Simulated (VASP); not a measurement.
Input of a VASP 6.6.1 run:

File INCAR:

```
PREC = Accurate
ENCUT = 520
EDIFF = 1E-6
ISMEAR = 0
SIGMA = 0.15
LREAL = F
LASPH = T
NELM = 60
ALGO = Normal
ISIF = 2
LWAVE = F
LCHARG = F
GGA = PS
NBANDS = 12
```

KPOINTS

```
regular mesh
0
Gamma
  16 16 16
```

File POSCAR:

```
Y
1.0
    0.0000000000      2.4850000000      2.3856000000
    2.4850000000      0.0000000000      2.3856000000
    2.4850000000      2.4850000000      0.0000000000
Y
1
Direct
    0.0000000000      0.0000000000      0.0000000000
```

Potentials or basis: VASP PAW PBE potentials, release 64 (Y_sv).

Command:

```sh
$ cat potpaw_PBE.64/Y_sv/POTCAR > POTCAR
$ mpirun -np 1 vasp_std > vasp.out
```

What does it give for the band gap on the k mesh?

Zero (an odd number of electrons rules out a gap without spin polarisation).

Estimate the pressure.

1.9 GPa.

Stress tensor (GPa, compression positive):
```
1.47 0.00 0.00
0.00 1.47 0.00
0.00 0.00 2.68
```

Caveat: the cell differs from its parent crystal (strain +0.000 along x and y, -0.040 along z); the PAW data sets were made with another functional, which shifts forces and pressure a little.
